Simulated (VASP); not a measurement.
# SiC (wurtzite type) (P6_3mc) in VASP: notebook

The runs below take SiC (wurtzite type) through single point, relaxation of cell and atoms, with PBE.

All numbers are computed with VASP 6.6.1; they aren't measurements. Logs are shortened: lines on timing, memory, paths and dates and some standing lists are left out, and cuts for length are marked.

## Step 1: The cell of the first run

The structure is hexagonal, space group P6_3mc (No. 186). The conventional cell has a = 3.092 Å, b = 3.092 Å, c = 5.074 Å, α = 90.00°, β = 90.00°, γ = 120.00°. Within 2.5 Å of Si (site symmetry 3m) lie 4 C at 1.89 to 1.91 Å. Within 2.5 Å of C (site symmetry 3m) lie 4 Si at 1.89 to 1.91 Å.

## Step 2: Single point, PBE

INCAR reads:

```
SYSTEM = SiC
ALGO     = Normal         ! electronic algorithm
EDIFF    = 1E-6           ! SCF threshold, eV
ENCUT    = 520            ! plane-wave cutoff, eV
GGA      = PE             ! functional
ISIF     = 2              ! what is computed and relaxed
ISMEAR   = -1             ! smearing method
LASPH    = .TRUE.         ! aspherical terms in the spheres
LCHARG   = .TRUE.         ! write CHGCAR
LELF     = .TRUE.         ! ELF
LREAL    = .FALSE.        ! projectors in reciprocal space
LVHAR    = .TRUE.       
LWAVE    = .FALSE.        ! write WAVECAR
NBANDS   = 16             ! bands
NELM     = 100            ! most SCF steps
PREC     = Accurate       ! precision mode
SIGMA    = 0.08           ! smearing width, eV
```

KPOINTS reads:

```
k-points
0
G
  13 13 7
  0 0 0
```

POSCAR reads:

```
SiC
1.0
    3.0919694552      0.0000000000      0.0000000000
   -1.5459847276      2.6777240959      0.0000000000
    0.0000000000      0.0000000000      5.0743260569
Si C
2 2
Direct
    0.3333333333      0.6666666667      0.0000810694
    0.6666666667      0.3333333333      0.5000810694
    0.3333333333      0.6666666667      0.3759189306
    0.6666666667      0.3333333333      0.8759189306
```

Potentials or basis: VASP PAW PBE potentials, release 64 (Si, C).

On the command line:

```
$ cat potpaw_PBE.64/Si/POTCAR potpaw_PBE.64/C/POTCAR > POTCAR
$ mpirun -np 1 vasp_std > vasp.out
```

OUTCAR:

```text
SYSTEM = SiC
   EDIFF = 1E-6
   ENCUT = 520
   GGA = PE
   ISIF = 2
   ISMEAR = -1
   LASPH = .TRUE.
   LREAL = .FALSE.
   NELM = 100
   PREC = Accurate

 ion  position               nearest neighbor table
   1  0.333  0.667  0.000-   4 1.89   4 1.89   4 1.89   3 1.91   2 3.10   2 3.10   2 3.10   2 3.10
                             2 3.10   2 3.10
   2  0.667  0.333  0.500-   3 1.89   3 1.89   3 1.89   4 1.91   1 3.10   1 3.10   1 3.10   1 3.10
                             1 3.10   1 3.10
   3  0.333  0.667  0.376-   2 1.89   2 1.89   2 1.89   1 1.91
   4  0.667  0.333  0.876-   1 1.89   1 1.89   1 1.89   2 1.91

  LATTYP: Found a hexagonal cell.
 ALAT       =     3.0919694552
 C/A-ratio  =     1.6411307196

  Lattice vectors:

 A1 = (   3.0919694552,   0.0000000000,   0.0000000000)
 A2 = (  -1.5459847276,   2.6777240959,   0.0000000000)
 A3 = (   0.0000000000,   0.0000000000,   5.0743260569)

Analysis of symmetry for initial positions (statically):
=====================================================================
 Subroutine PRICEL returns:
 Original cell was already a primitive cell.

 Routine SETGRP: Setting up the symmetry group for a
 hexagonal supercell.

 Subroutine GETGRP returns: Found 12 space group operations
 (whereof  6 operations were pure point group operations)
 out of a pool of 24 trial point group operations.

The static configuration has the point symmetry C_3v.
 The point group associated with its full space group is C_6v.

Analysis of symmetry for dynamics (positions and initial velocities):
=====================================================================
 Subroutine PRICEL returns:
 Original cell was already a primitive cell.

 Routine SETGRP: Setting up the symmetry group for a
 hexagonal supercell.

 Subroutine GETGRP returns: Found 12 space group operations
 (whereof  6 operations were pure point group operations)
 out of a pool of 24 trial point group operations.

The dynamic configuration has the point symmetry C_3v.
 The point group associated with its full space group is C_6v.

 Subroutine INISYM returns: Found 12 space group operations
 (whereof  6 operations are pure point group operations),
 and found     1 'primitive' translations

----------------------------------------------------------------------------------------

                                     Primitive cell

  volume of cell :      42.0126

  direct lattice vectors                    reciprocal lattice vectors
     3.091969455  0.000000000  0.000000000     0.323418460  0.186725735  0.000000000
    -1.545984728  2.677724096  0.000000000     0.000000000  0.373451470  0.000000000
     0.000000000  0.000000000  5.074326057     0.000000000  0.000000000  0.197070505

  length of vectors
     3.091969455  3.091969455  5.074326057     0.373451470  0.373451470  0.197070505

  position of ions in fractional coordinates (direct lattice)
     0.333333333  0.666666667  0.000081069
     0.666666667  0.333333333  0.500081069
     0.333333333  0.666666667  0.375918931
     0.666666667  0.333333333  0.875918931

  ion indices of the primitive-cell ions
   primitive index   ion index
                 1           1
                 2           2
                 3           3
                 4           4

----------------------------------------------------------------------------------------

 KPOINTS: k-points

Automatic generation of k-mesh.
 Grid dimensions read from file:
 generate k-points for:   13   13    7

 Generating k-lattice:

  Cartesian coordinates                     Fractional coordinates (reciprocal lattice)
     0.024878343  0.014363518  0.000000000     0.076923077  0.000000000  0.000000000
     0.000000000  0.028727036  0.000000000     0.000000000  0.076923077  0.000000000
     0.000000000  0.000000000  0.028152929     0.000000000  0.000000000  0.142857143

  Length of vectors
     0.028727036  0.028727036  0.028152929

  Shift w.r.t. Gamma in fractional coordinates (k-lattice)
     0.000000000  0.000000000  0.000000000

 Subroutine IBZKPT returns following result:
 ===========================================

 Found     84 irreducible k-points:

 Following reciprocal coordinates:
            Coordinates               Weight
  0.000000  0.000000  0.000000      1.000000
  0.076923 -0.000000  0.000000      6.000000
  0.153846  0.000000  0.000000      6.000000
  0.230769  0.000000  0.000000      6.000000
  0.307692  0.000000  0.000000      6.000000
  0.384615 -0.000000  0.000000      6.000000
[... 16 lines left out ...]
  0.076923 -0.000000  0.142857     12.000000
  0.153846  0.000000  0.142857     12.000000
 [... further k-points ...]
   k-points           NKPTS =     84   k-points in BZ     NKDIM =     84   number of bands    NBANDS=     16
   number of dos      NEDOS =    301   number of ions     NIONS =      4
   total plane-waves  NPLWV =  23040
   dimension x,y,z NGX =    24 NGY =   24 NGZ =   40
   dimension x,y,z NGXF=    48 NGYF=   48 NGZF=   80
   ions per type =               2   2
   NGX,Y,Z   is equivalent  to a cutoff of  12.90, 12.90, 13.10 a.u.
   NGXF,Y,Z  is equivalent  to a cutoff of  25.81, 25.81, 26.21 a.u.
 SYSTEM =  SiC
   PREC   = accura    normal or accurate (medium, high low for compatibility)
   ISTART =      0    job   : 0-new  1-cont  2-samecut
   ICHARG =      2    charge: 1-file 2-atom 10-const
   ISPIN  =      1    spin polarized calculation?
   LNONCOLLINEAR =      F non collinear calculations
   LSORBIT =      F    spin-orbit coupling
   LASPH  =      T    aspherical Exc in radial PAW
   ENCUT  =  520.0 eV  38.22 Ry    6.18 a.u.   5.75  5.75  9.43*2*pi/ulx,y,z
   NELM   =    100;   NELMIN=  2; NELMDL= -5     # of ELM steps
   EDIFF  = 0.1E-05   stopping-criterion for ELM
   LREAL  =      F    real-space projection
   EDIFFG = 0.1E-04   stopping-criterion for IOM
   NSW    =      0    number of steps for IOM
   IBRION =     -1    ionic relax: 0-MD 1-quasi-New 2-CG
   NFREE  =      0    steps in history (QN), initial steepest desc. (CG)
   ISIF   =      2    stress and relaxation
   ISYM   =      2    0-nonsym 1-usesym 2-fastsym
   POTIM  = 0.5000    time-step for ionic-motion
   TEBEG  =    0.0;   TEEND  =   0.0 temperature during run
   PSTRESS=    0.0 pullay stress
   NELECT =      16.0000    total number of electrons
   NUPDOWN=      -1.0000    fix difference up-down
   EMIN   =  10.00;   EMAX   =-10.00  energy-range for DOS
   EFERMI =   0.00;   METHOD = LEGACY
   ISMEAR =    -1;   SIGMA  =   0.08  broadening in eV -4-tet -1-fermi 0-gaus
   EFERMI_NEDOS =   21; number of points for ismear=-14 and -15
   IALGO  =     38    algorithm
   IMIX   =      4    mixing-type and parameters
     AMIX     =   0.40;   BMIX     =  1.00
     AMIX_MAG =   1.60;   BMIX_MAG =  1.00
  volume/ion in A,a.u.               =      10.50        70.88
  Fermi-wavevector in a.u.,A,eV,Ry     =   1.186647  2.242438 19.158800  1.408132
  Thomas-Fermi vector in A             =   2.322816
   LORBIT       =      0    0 simple, 1 ext, 2 COOP (PROOUT), +10 PAW based schemes
   GGA     = PE    functional components
[... 5 lines left out ...]
 non-spin polarized calculation
  energy-cutoff  :      520.00
  volume of cell :       42.01
 maximum number of plane-waves:      1144
 NGX is ok and might be reduce to    24
   NGX = 11   NGY = 11   NGZ = 19

 number of electron      16.0000000 magnetization

 Free energy of the ion-electron system (eV)
  ---------------------------------------------------
  ext. energy  EPLUGINS =         0.00000000
  ---------------------------------------------------
  free energy    TOTEN  =       -30.11027513 eV

  energy without entropy =      -30.11027512  energy(sigma->0) =      -30.11027513

 E-fermi :   9.3026     XC(G=0): -11.2825

 val. band max:        8.0836300279   @ k =   0.0000   0.0000   0.0000
 cond. band min:      10.4783768188   @ k =   0.3077   0.3077   0.0000
 fundamental gap:      2.3947467910
 Fermi energy:         9.3025928268

 k-point     1 :       0.0000    0.0000    0.0000
  band No.  band energies     occupation
      1      -7.3615      2.00000
      2      -3.8525      2.00000
      3      -0.5245      2.00000
      4       6.7743      2.00000
      5       6.7743      2.00000
      6       7.9736      2.00000
[... 8 lines left out ...]
     15      16.9312      0.00000
     16      19.2977      0.00000

 k-point     2 :       0.0769   -0.0000    0.0000
  band No.  band energies     occupation
      1      -7.2600      2.00000
      2      -3.7658      2.00000
      3      -0.4315      2.00000
      4       6.1857      2.00000
      5       6.5952      2.00000
      6       7.6833      2.00000
[... 8 lines left out ...]
     15      17.1908      0.00000
     16      18.5246      0.00000

 k-point     3 :       0.1538    0.0000    0.0000
  band No.  band energies     occupation
      1      -6.9579      2.00000
      2      -3.5120      2.00000
      3      -0.1591      2.00000
      4       4.8670      2.00000
      5       6.1756      2.00000
      6       6.7028      2.00000
[... 8 lines left out ...]
     15      17.6189      0.00000
     16      17.7938      0.00000

 k-point     4 :       0.2308    0.0000    0.0000
  band No.  band energies     occupation
      1      -6.4630      2.00000
      2      -3.1160      2.00000
      3       0.2615      2.00000
      4       3.3755      2.00000
      5       5.4549      2.00000
      6       5.6981      2.00000
[... 8 lines left out ...]
     15      17.9047      0.00000
     16      18.5471      0.00000
[... 324 lines left out ...]
 k-point    22 :       0.0000    0.0000    0.1429
  band No.  band energies     occupation
      1      -7.2629      2.00000
      2      -4.2611      2.00000
      3       0.0446      2.00000
      4       6.8299      2.00000
      5       6.8299      2.00000
      6       7.4199      2.00000
[... 8 lines left out ...]
     15      16.6994      0.00000
     16      19.0542      0.00000

 k-point    23 :       0.0769   -0.0000    0.1429
  band No.  band energies     occupation
      1      -7.1617      2.00000
      2      -4.1709      2.00000
      3       0.1313      2.00000
      4       6.2506      2.00000
      5       6.6541      2.00000
      6       7.2470      2.00000
[... 8 lines left out ...]
     15      16.9716      0.00000
     16      18.8588      0.00000

 k-point    24 :       0.1538    0.0000    0.1429
  band No.  band energies     occupation
      1      -6.8602      2.00000
      2      -3.9059      2.00000
      3       0.3811      2.00000
      4       4.9517      2.00000
      5       6.2407      2.00000
      6       6.4099      2.00000
[... 8 lines left out ...]
     15      17.6516      0.00000
     16      18.1639      0.00000

 [... further k-points ...]
[... 5 lines left out ...]
  --------------------------------------------------------------------------------------
  -------------------------------------------------------------------------------------
  Total       -0.0153708     -0.0153708     -0.0116688      0.0000000      0.0000000     -0.0000000
  in kB       -0.5861770     -0.5861770     -0.4449967      0.0000000      0.0000000     -0.0000000
  external PRESSURE =      -0.5391169 kB  Pullay stress =       0.0000000 kB

 VOLUME and BASIS-vectors are now :
 -----------------------------------------------------------------------------
  energy-cutoff  :      520.00
  volume of cell :       42.01
      direct lattice vectors                 reciprocal lattice vectors
     3.091969455  0.000000000  0.000000000     0.323418460  0.186725735  0.000000000
    -1.545984728  2.677724096  0.000000000     0.000000000  0.373451470  0.000000000
     0.000000000  0.000000000  5.074326057     0.000000000  0.000000000  0.197070505

 POSITION                                       TOTAL-FORCE (eV/Angst)
 -----------------------------------------------------------------------------------
     -0.00000      1.78515      0.00041         0.000000      0.000000      0.000347
      1.54598      0.89257      2.53757        -0.000000      0.000000      0.000347
     -0.00000      1.78515      1.90754        -0.000000      0.000000     -0.000347
      1.54598      0.89257      4.44470         0.000000      0.000000     -0.000347
 -----------------------------------------------------------------------------------
    total drift:                               -0.000000      0.000000      0.000508

  FREE ENERGIE OF THE ION-ELECTRON SYSTEM (eV)
  ---------------------------------------------------
  free  energy   TOTEN  =       -30.1102751325 eV

  energy  without entropy=      -30.1102751206  energy(sigma->0) =      -30.11027513
```

Run time: 23 s. Hardware: 1 thread of Intel Xeon 6975P-C (Granite Rapids), shared host; peak memory 0.17 GiB.

Results:

```yaml
Free_energy: -30.1103 eV
Pressure: -0.1 GPa
Band_gap_on_the_k_mesh: 2.39 eV, indirect (least direct gap 3.96 eV)
```

## Step 3: Relaxation of cell and atoms, PBE

This run uses another cell than the first one, of 11.12 Å³/atom, 1.059 times its volume.

INCAR reads:

```
SYSTEM = SiC
PREC     = Accurate       ! precision mode
ENCUT    = 600            ! plane-wave cutoff, eV
EDIFF    = 1E-7           ! SCF threshold, eV
ISMEAR   = -1             ! smearing method
SIGMA    = 0.08           ! smearing width, eV
LREAL    = .False.        ! projectors in reciprocal space
LASPH    = .True.         ! aspherical terms in the spheres
NELM     = 100            ! most SCF steps
ALGO     = Normal         ! electronic algorithm
ISIF     = 3              ! what is computed and relaxed
LWAVE    = .False.        ! write WAVECAR
LCHARG   = .False.        ! write CHGCAR
GGA      = PE             ! functional
IBRION   = 2              ! ionic algorithm
NSW      = 100            ! ionic steps
EDIFFG   = -0.005         ! ionic threshold
```

KPOINTS reads:

```
Automatic mesh
0
Gamma
  13 13 7
  0 0 0
```

POSCAR reads:

```
SiC
1.0
    3.1588556782      0.0000000000      0.0000000000
   -1.5794278391      2.7356492642      0.0000000000
    0.0000000000      0.0000000000      5.1489347554
Si C
2 2
Direct
    0.3333333333      0.6666666667      0.0000000000
    0.6666666667      0.3333333333      0.5000000000
    0.3333333333      0.6666666667      0.3760000000
    0.6666666667      0.3333333333      0.8760000000
```

Potentials or basis: VASP PAW PBE potentials, release 64 (Si, C).

On the command line:

```
$ cat potpaw_PBE.64/Si/POTCAR potpaw_PBE.64/C/POTCAR > POTCAR
$ mpirun -np 1 vasp_std > vasp.out
```

Wall time 2.3 min (1 thread of Intel Xeon 6975P-C (Granite Rapids), shared host); peak memory 0.21 GiB.

It converged, with:

```
Free energy                            : -30.1157 eV
Relaxed volume                         : 10.49 Å³/atom
Relaxed cell                           : a = 3.091 Å, b = 3.091 Å, c = 5.072 Å, α = 90.00°, β = 90.00°, γ = 120.00°
Space group after relaxing (to 0.05 Å) : P6_3mc (No. 186)
Energy gained by relaxing              : 23.5 meV/atom
Ionic steps                            : 8
Pressure after relaxing                : 0.0 GPa
Band gap on the k mesh                 : 2.39 eV, indirect (least direct gap 3.96 eV)
```

Step by step:
```tsv
step	energy change (eV)	largest force (eV/Å)	pressure (GPa)	volume (Å³)
1	0.0000	0.0375	-11.09	44.49
2	-0.0035	0.1532	13.16	39.72
3	-0.0940	0.0375	-0.10	41.99
4	-0.0940	0.0394	0.15	41.94
5	-0.0940	0.0151	0.16	41.94
6	-0.0941	0.0020	0.16	41.94
7	-0.0941	0.0015	-0.11	41.99
8	-0.0941	0.0000	0.00	41.97
```

Final structure:
```
CELL_PARAMETERS angstrom
3.09094 0.00000 0.00000
-1.54547 2.67683 0.00000
0.00000 0.00000 5.07244
ATOMIC_POSITIONS crystal
Si 0.33333 0.66667 0.00008
Si 0.66667 0.33333 0.50008
C 0.33333 0.66667 0.37592
C 0.66667 0.33333 0.87592
```

Levels at points of the mesh, in eV from the valence-band top:
```csv
k point,band 4,band 5,band 6,band 7,band 8,band 9,band 10,band 11,band 12
"(0.00, 0.00, 0.00)",-1.31,-1.31,-0.11,0.00,0.00,4.68,6.06,6.58,6.58
```
